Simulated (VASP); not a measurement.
A run of VASP 6.6.1 is set up as follows.

The input INCAR:

```
SYSTEM = CsO
ALGO     = Normal         ! electronic algorithm
EDIFF    = 1E-6           ! SCF threshold, eV
ENCUT    = 520            ! plane-wave cutoff, eV
GGA      = CA             ! functional
ISIF     = 2              ! what is computed and relaxed
ISMEAR   = 0              ! smearing method
LASPH    = .True.         ! aspherical terms in the spheres
LCHARG   = .False.        ! write CHGCAR
LREAL    = .False.        ! projectors in reciprocal space
LWAVE    = .False.        ! write WAVECAR
NBANDS   = 23             ! bands
NELM     = 100            ! most SCF steps
PREC     = Accurate       ! precision mode
SIGMA    = 0.05           ! smearing width, eV
```

File KPOINTS:

```
k-points
0
Gamma
  8 8 8
  0 0 0
```

File POSCAR:

```
CsO
1.0
   -2.2690500000      3.3757500000      3.7585000000
    2.2690500000     -3.3757500000      3.7585000000
    2.2690500000      3.3757500000     -3.7585000000
Cs O
2 2
Direct
    0.2500000000      0.2500000000      0.0000000000
    0.7500000000      0.7500000000      0.0000000000
    0.6200000000      0.0000000000      0.6200000000
    0.3800000000      0.0000000000      0.3800000000
```

Potentials or basis: VASP PAW LDA potentials, release 64 (Cs_sv, O).

Launch:

```sh
$ cat potpaw_LDA.64/Cs_sv/POTCAR potpaw_LDA.64/O/POTCAR > POTCAR
$ mpirun -np 1 vasp_std > vasp.out
```

Question: What does it give for the pressure?

Answer: -5.5 GPa.

Question: Estimate the band gap on the k mesh.

Answer: 1.43 eV (least direct gap 1.54 eV).

Question: Estimate the largest force.

Answer: 1.945 eV/Å.

Forces in eV/Å, atoms in the order of the input:
```
Cs   0.000  0.000  0.357
Cs   0.000  0.000 -0.357
O    0.000 -1.945  0.000
O    0.000  1.945  0.000
```

Caveat: the cell differs from its parent crystal (strain +0.050 along x and y, +0.000 along z); the cell stands under tension; spin-orbit coupling is left out, which moves the levels of the heavy elements; forces of over 1 eV/Å act on the atoms, so gaps and moduli don't describe the material at rest. A k mesh can miss the band edges.
